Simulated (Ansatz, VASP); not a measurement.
One calculation of Rh, two programs

```xyz
2
Lattice="2.7012 0.0000 0.0000 -1.3506 2.3393 0.0000 0.0000 0.0000 4.3580" Properties=species:S:1:pos:R:3 pbc="T T T"
Rh    0.0000    1.5596    1.0895
Rh    1.3506    0.7798    3.2685
```

Alike in both runs: functional r2SCAN; k mesh 13 × 13 × 7; occupations fermi-dirac, width 0.05 eV; collinear spin.

Ansatz relaxed the structure, and its values are those at the end. VASP's run is a single point on that final structure, the one shown.

```csv
,VASP,Ansatz
version,VASP 6.6.1,Ansatz 0.2.0
potentials or method,"VASP PAW PBE potentials, release 64 (Rh_sv_GW), cutoff 680 eV","plane waves (500 eV) with PAW, scalar-relativistic"
valence electrons in the cell,34,34
```

```tsv
	VASP	Ansatz	Ansatz less VASP
pressure (GPa)	0.1	0.0	-0.09
net moment per atom (μB)	0.00	0.00	0.000
```

VASP's potentials were made for PBE, not for r2SCAN. Ansatz's warnings: seeded moment not kept.
